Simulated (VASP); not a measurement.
# Ta4F in VASP: a series of runs, part 2 of 2

VASP 6.6.1.

## (3) Single point, LDA

Input file INCAR:

```
SYSTEM = Ta4F
PREC = Accurate
ENCUT = 520
EDIFF = 1E-7
ISMEAR = 0
SIGMA = 0.1
LREAL = .FALSE.
LASPH = .TRUE.
NELM = 80
ALGO = Normal
ISIF = 2
LWAVE = .FALSE.
LCHARG = .TRUE.
LDIPOL = .TRUE.
IDIPOL = 3
DIPOL = 0.5 0.5 0.353
GGA = CA
LELF = .TRUE.
LVHAR = .TRUE.
LVACPOTAV = .TRUE.
NBANDS = 34
```

Input file KPOINTS:

```
Automatic mesh
0
G
  8 8 1
  0 0 0
```

Input file POSCAR:

```
Ta4F
1.0
    3.2528679937      0.0000000000      0.0000000000
    0.0000000000      3.2528679937      0.0000000000
    0.0000000000      0.0000000000     20.2137485622
Ta F
4 1
Direct
    0.5000000000      0.5000000000      0.1978851170
    0.0000000000      0.0000000000      0.2783468875
    0.5000000000      0.5000000000      0.3580282239
    0.0000000000      0.0000000000      0.4310802885
    0.2500000000      0.3750000000      0.4995165754
```

Potentials or basis: VASP PAW LDA potentials, release 64 (Ta_pv, F).

Run with:

```
$ cat potpaw_LDA.64/Ta_pv/POTCAR potpaw_LDA.64/F/POTCAR > POTCAR
$ mpirun -np 1 vasp_std > vasp.out
```

OUTCAR:

```text
SYSTEM = Ta4F
   PREC = Accurate
   ENCUT = 520
   EDIFF = 1E-7
   ISMEAR = 0
   LREAL = .FALSE.
   LASPH = .TRUE.
   NELM = 80
   ISIF = 2
   GGA = CA

 ion  position               nearest neighbor table
   1  0.500  0.500  0.198-   2 2.82   2 2.82   2 2.82   2 2.82   3 3.24
   2  0.000  0.000  0.278-   3 2.81   3 2.81   3 2.81   3 2.81   1 2.82   1 2.82   1 2.82   1 2.82
                             4 3.09
   3  0.500  0.500  0.358-   4 2.73   4 2.73   4 2.73   4 2.73   2 2.81   2 2.81   2 2.81   2 2.81
                             1 3.24
   4  0.000  0.000  0.431-   5 2.02   5 2.59   3 2.73   3 2.73   3 2.73   3 2.73   2 3.09
   5  0.250  0.375  0.500-   4 2.02   4 2.59

  LATTYP: Found a simple tetragonal cell.
 ALAT       =     3.2528679937
 C/A-ratio  =     6.2141312225

  Lattice vectors:

 A1 = (   3.2528679937,   0.0000000000,   0.0000000000)
 A2 = (   0.0000000000,   3.2528679937,   0.0000000000)
 A3 = (   0.0000000000,   0.0000000000,  20.2137485622)

Analysis of symmetry for initial positions (statically):
=====================================================================
 Subroutine PRICEL returns:
 Original cell was already a primitive cell.

 Routine SETGRP: Setting up the symmetry group for a
 simple tetragonal supercell.

 Subroutine GETGRP returns: Found  1 space group operations
 (whereof  1 operations were pure point group operations)
 out of a pool of 16 trial point group operations.

The static configuration has the point symmetry C_1 .

Analysis of symmetry for dynamics (positions and initial velocities):
=====================================================================
 Subroutine PRICEL returns:
 Original cell was already a primitive cell.

 Routine SETGRP: Setting up the symmetry group for a
 simple tetragonal supercell.

 Subroutine GETGRP returns: Found  1 space group operations
 (whereof  1 operations were pure point group operations)
[... 132 lines left out ...]
   LORBIT       =      0    0 simple, 1 ext, 2 COOP (PROOUT), +10 PAW based schemes
   GGA     = CA    functional components
   LHFCALC =     F    Hartree Fock is set to
   AEXX    =    0.0000 exact exchange contribution
   IVDW    =     0    specifies the selected vdW correction
   LEPSILON=     F    determine dielectric tensor
   LRPA    =     F    only Hartree local field effects (RPA)
 non-spin polarized calculation
 Gauss-broadening in eV      SIGMA  =   0.10
  energy-cutoff  :      520.00
  volume of cell :      213.88
 maximum number of plane-waves:      5812
   NGX = 13   NGY = 13   NGZ = 75

 dipolmoment           0.000000      0.000000     -0.580263 electrons x Angstroem

 number of electron      50.9999999 magnetization

 dipolmoment           0.000000      0.000000      0.067333 electrons x Angstroem

 Free energy of the ion-electron system (eV)
  ---------------------------------------------------
  ext. energy  EPLUGINS =         0.00000000
  ---------------------------------------------------
  free energy    TOTEN  =       -53.66365708 eV

  energy without entropy =      -53.63694472  energy(sigma->0) =      -53.65030090

 E-fermi :  -0.8448     XC(G=0):  -5.6633

 val. band max:       -0.8484102747   @ k =  -0.2500   0.5000   0.0000
 cond. band min:      -0.8342820163   @ k =   0.0000   0.5000   0.0000
 fundamental gap:      0.0141282584
 Fermi energy:        -0.8448474419

 k-point     1 :       0.0000    0.0000    0.0000
  band No.  band energies     occupation
      1     -35.6386      2.00000
      2     -35.5398      2.00000
      3     -35.3838      2.00000
      4     -35.3702      2.00000
      5     -35.3529      2.00000
      6     -35.3303      2.00000
[... 877 lines left out ...]
     33       2.7805      0.00000
     34       3.1564      0.00000

 [... further k-points ...]

------------------------ aborting loop because EDIFF is reached ----------------------------------------

  FORCE on cell =-STRESS in cart. coord.  units (eV):
  Direction    XX          YY          ZZ          XY          YZ          ZX
  --------------------------------------------------------------------------------------
  -------------------------------------------------------------------------------------
  Total       -3.1623494     -4.8783079      0.8967945      0.6674522     -0.1648342     -0.7931788
  in kB      -23.6886711    -36.5426514      6.7177490      4.9997811     -1.2347477     -5.9415800
  external PRESSURE =     -17.8378579 kB  Pullay stress =       0.0000000 kB

 VOLUME and BASIS-vectors are now :
 -----------------------------------------------------------------------------
  energy-cutoff  :      520.00
  volume of cell :      213.88
      direct lattice vectors                 reciprocal lattice vectors
     3.252867994  0.000000000  0.000000000     0.307421021  0.000000000  0.000000000
     0.000000000  3.252867994  0.000000000     0.000000000  0.307421021  0.000000000
     0.000000000  0.000000000 20.213748562     0.000000000  0.000000000  0.049471279

 POSITION                                       TOTAL-FORCE (eV/Angst)
 -----------------------------------------------------------------------------------
      1.62643      1.62643      4.00000         0.039946      0.034824      0.844985
      0.00000      0.00000      5.62643         0.015825      0.015044     -0.881156
      1.62643      1.62643      7.23709        -0.181775     -0.212708     -1.419199
      0.00000      0.00000      8.71375         0.722324      0.356992      1.364975
      0.81322      1.21983     10.09710        -0.596320     -0.194152      0.090395
 -----------------------------------------------------------------------------------
    total drift:                                0.000139      0.000111     -0.000932

  FREE ENERGIE OF THE ION-ELECTRON SYSTEM (eV)
  ---------------------------------------------------
  free  energy   TOTEN  =       -53.6636570847 eV

  energy  without entropy=      -53.6369447240  energy(sigma->0) =      -53.65030090

 vacuum level on the upper side and lower side of the slab         4.593         3.441
```

OSZICAR:

```text
N       E                     dE             d eps       ncg     rms          rms(c)
DAV:   1     0.416471160245E+03    0.41647E+03   -0.28351E+04  2856   0.131E+03
DAV:   2    -0.350359274399E+02   -0.45151E+03   -0.43874E+03  2748   0.358E+02
DAV:   3    -0.586874022731E+02   -0.23651E+02   -0.23078E+02  2818   0.746E+01
[... 20 lines left out ...]
DAV:  24    -0.536636506639E+02   -0.84643E-05   -0.92870E-07  2558   0.542E-03    0.113E-03
DAV:  25    -0.536636538863E+02   -0.32224E-05   -0.17708E-07  2064   0.204E-03    0.693E-04
DAV:  26    -0.536636568826E+02   -0.29963E-05   -0.23871E-07  1832   0.182E-03    0.481E-04
DAV:  27    -0.536636570068E+02   -0.12420E-06   -0.43476E-08  1744   0.108E-03    0.166E-04
DAV:  28    -0.536636570847E+02   -0.77882E-07   -0.11199E-08  1614   0.484E-04
   1 F= -.53663657E+02 E0= -.53650301E+02  d E =-.267124E-01
```

Wall time 9.2 min (1 thread of Intel Xeon 8259CL, shared host); peak memory 0.36 GiB.

Results:

```
Free energy            : -53.6637 eV
Largest force          : 1.585 eV/Å
Band gap on the k mesh : zero (an odd number of electrons rules out a gap without spin polarisation)
```

Forces in eV/Å, atoms in the order of the input:
```
Ta   0.040  0.035  0.845
Ta   0.016  0.015 -0.881
Ta  -0.182 -0.213 -1.419
Ta   0.722  0.357  1.365
F   -0.596 -0.194  0.090
```

Levels at points of the mesh, in eV from the Fermi level:
| k point | band 24 | band 25 | band 26 | band 27 | band 28 | band 29 |
| --- | --- | --- | --- | --- | --- | --- |
| (0.00, 0.00, 0.00) | 0.04 | 0.34 | 0.34 | 0.45 | 0.55 | 0.75 |
| (0.50, 0.00, 0.00) | -1.13 | -0.02 | 0.05 | 0.25 | 1.11 | 1.36 |
| (0.00, 0.50, 0.00) | -1.13 | 0.01 | 0.04 | 0.16 | 1.07 | 1.45 |
| (0.50, 0.50, 0.00) | -1.23 | -0.37 | -0.20 | 2.14 | 2.26 | 2.55 |

Caveat: spin-orbit coupling is left out, which moves the levels of the heavy elements; an odd number of electrons without spin polarisation forces a metal; a magnetic or distorted state may lie lower.

## (4) Single point, LDA

Input file INCAR:

```
ALGO = Normal ; DIPOL = 0.5 0.5 0.354
EDIFF = 1E-6 ; ENCUT = 520
GGA = CA ; IDIPOL = 3
ISIF = 2 ; ISMEAR = 0
LASPH = T ; LCHARG = T
LDIPOL = T ; LELF = T
LREAL = F ; LVACPOTAV = T
LVHAR = T ; LWAVE = F
NBANDS = 34 ; NELM = 60
PREC = Accurate ; SIGMA = 0.1
```

Input file KPOINTS:

```
k-points
0
Gamma
  8 8 1
```

POSCAR, as its differences from that of step 3:

```diff
@@ -12,2 +12,2 @@
     0.0000000000      0.0000000000      0.4310802885
-    0.2500000000      0.3750000000      0.4995165754
+    0.1250000000      0.3750000000      0.5049155860
```

Potentials or basis: VASP PAW LDA potentials, release 64 (Ta_pv, F).

Run with:

```
$ cat potpaw_LDA.64/Ta_pv/POTCAR potpaw_LDA.64/F/POTCAR > POTCAR
$ mpirun -np 1 vasp_std > vasp.out
```

OUTCAR:

```text
EDIFF = 1E-6
   ENCUT = 520
   GGA = CA
   ISIF = 2
   ISMEAR = 0
   LASPH = T
   LREAL = F
   NELM = 60
   PREC = Accurate

 ion  position               nearest neighbor table
   1  0.500  0.500  0.198-   2 2.82   2 2.82   2 2.82   2 2.82   3 3.24
   2  0.000  0.000  0.278-   3 2.81   3 2.81   3 2.81   3 2.81   1 2.82   1 2.82   1 2.82   1 2.82
                             4 3.09
   3  0.500  0.500  0.358-   4 2.73   4 2.73   4 2.73   4 2.73   2 2.81   2 2.81   2 2.81   2 2.81
                             1 3.24
   4  0.000  0.000  0.431-   5 1.97   5 2.55   3 2.73   3 2.73   3 2.73   3 2.73   2 3.09
   5  0.125  0.375  0.505-   4 1.97   4 2.55

  LATTYP: Found a simple tetragonal cell.
 ALAT       =     3.2528679937
 C/A-ratio  =     6.2141312225

  Lattice vectors:

 A1 = (   3.2528679937,   0.0000000000,   0.0000000000)
 A2 = (   0.0000000000,   3.2528679937,   0.0000000000)
 A3 = (   0.0000000000,   0.0000000000,  20.2137485622)

Analysis of symmetry for initial positions (statically):
=====================================================================
 Subroutine PRICEL returns:
 Original cell was already a primitive cell.

 Routine SETGRP: Setting up the symmetry group for a
 simple tetragonal supercell.

 Subroutine GETGRP returns: Found  1 space group operations
 (whereof  1 operations were pure point group operations)
 out of a pool of 16 trial point group operations.

The static configuration has the point symmetry C_1 .

Analysis of symmetry for dynamics (positions and initial velocities):
=====================================================================
 Subroutine PRICEL returns:
 Original cell was already a primitive cell.

 Routine SETGRP: Setting up the symmetry group for a
 simple tetragonal supercell.

 Subroutine GETGRP returns: Found  1 space group operations
 (whereof  1 operations were pure point group operations)
 out of a pool of 16 trial point group operations.

The dynamic configuration has the point symmetry C_1 .

 Subroutine INISYM returns: Found  1 space group operations
 (whereof  1 operations are pure point group operations),
 and found     1 'primitive' translations

[... 129 lines left out ...]
   LEPSILON=     F    determine dielectric tensor
   LRPA    =     F    only Hartree local field effects (RPA)
 non-spin polarized calculation
 Gauss-broadening in eV      SIGMA  =   0.10
  energy-cutoff  :      520.00
  volume of cell :      213.88
 maximum number of plane-waves:      5812
   NGX = 13   NGY = 13   NGZ = 75

 dipolmoment           0.000000      0.000000     -0.571310 electrons x Angstroem

 number of electron      51.0000007 magnetization

 dipolmoment           0.000000      0.000000      0.093455 electrons x Angstroem

 Free energy of the ion-electron system (eV)
  ---------------------------------------------------
  ext. energy  EPLUGINS =         0.00000000
  ---------------------------------------------------
  free energy    TOTEN  =       -53.86364308 eV

  energy without entropy =      -53.84295351  energy(sigma->0) =      -53.85329829

 E-fermi :  -1.0127     XC(G=0):  -5.6769

 val. band max:       -1.0864505663   @ k =  -0.1250   0.2500   0.0000
 cond. band min:      -1.0116102286   @ k =   0.2500   0.2500   0.0000
 fundamental gap:      0.0748403377
 Fermi energy:        -1.0127231526

 k-point     1 :       0.0000    0.0000    0.0000
  band No.  band energies     occupation
      1     -35.8069      2.00000
      2     -35.7018      2.00000
      3     -35.5408      2.00000
      4     -35.5300      2.00000
      5     -35.4892      2.00000
      6     -35.4688      2.00000
[... 877 lines left out ...]
     33       2.7678      0.00000
     34       3.0449      0.00000

 [... further k-points ...]

------------------------ aborting loop because EDIFF is reached ----------------------------------------

  FORCE on cell =-STRESS in cart. coord.  units (eV):
  Direction    XX          YY          ZZ          XY          YZ          ZX
  --------------------------------------------------------------------------------------
  -------------------------------------------------------------------------------------
  Total       -2.7730513     -5.1795264      1.5070777      0.3797372      0.5235040     -0.4400326
  in kB      -20.7724991    -38.7990326     11.2892862      2.8445530      3.9214879     -3.2962163
  external PRESSURE =     -16.0940818 kB  Pullay stress =       0.0000000 kB

 VOLUME and BASIS-vectors are now :
 -----------------------------------------------------------------------------
  energy-cutoff  :      520.00
  volume of cell :      213.88
      direct lattice vectors                 reciprocal lattice vectors
     3.252867994  0.000000000  0.000000000     0.307421021  0.000000000  0.000000000
     0.000000000  3.252867994  0.000000000     0.000000000  0.307421021  0.000000000
     0.000000000  0.000000000 20.213748562     0.000000000  0.000000000  0.049471279

 POSITION                                       TOTAL-FORCE (eV/Angst)
 -----------------------------------------------------------------------------------
      1.62643      1.62643      4.00000         0.016008      0.010017      0.795068
      0.00000      0.00000      5.62643         0.015269      0.035696     -0.938296
      1.62643      1.62643      7.23709        -0.106931     -0.329750     -1.529230
      0.00000      0.00000      8.71375         0.394205      0.153709      1.564779
      0.40661      1.21983     10.20624        -0.318551      0.130329      0.107679
 -----------------------------------------------------------------------------------
    total drift:                                0.000081      0.000114      0.000015

  FREE ENERGIE OF THE ION-ELECTRON SYSTEM (eV)
  ---------------------------------------------------
  free  energy   TOTEN  =       -53.8636430798 eV

  energy  without entropy=      -53.8429535066  energy(sigma->0) =      -53.85329829

 vacuum level on the upper side and lower side of the slab         4.868         3.270
```

Wall time 9.7 min (1 thread of Intel Xeon 8259CL, shared host); peak memory 0.36 GiB.

Results:

```
Free energy            : -53.8636 eV
Largest force          : 1.621 eV/Å
Band gap on the k mesh : zero (an odd number of electrons rules out a gap without spin polarisation)
```

Forces in eV/Å, atoms in the order of the input:
```
Ta   0.016  0.010  0.795
Ta   0.015  0.036 -0.938
Ta  -0.107 -0.330 -1.529
Ta   0.394  0.154  1.565
F   -0.319  0.130  0.108
```

Caveat: spin-orbit coupling is left out, which moves the levels of the heavy elements; an odd number of electrons without spin polarisation forces a metal; a magnetic or distorted state may lie lower.

## (5) The runs side by side

```tsv
cell	gap on the mesh (eV)	largest force (eV/Å)
as given, atomic positions A	none	1.53
as given, atomic positions B	none	1.59
as given, atomic positions C	none	1.62
```

Alike in all rows: task single point; level LDA; potentials or basis VASP PAW LDA potentials, release 64 (Ta_pv, F); no spin polarisation; k mesh 8 × 8 × 1; cutoff (eV) 520; smearing gaussian 0.1 eV.

Caveats: spin-orbit coupling is left out, which moves the levels of the heavy elements; an odd number of electrons without spin polarisation forces a metal; a magnetic or distorted state may lie lower.

Total energies depend on the potentials used, so only differences within one code and one set of settings carry meaning.
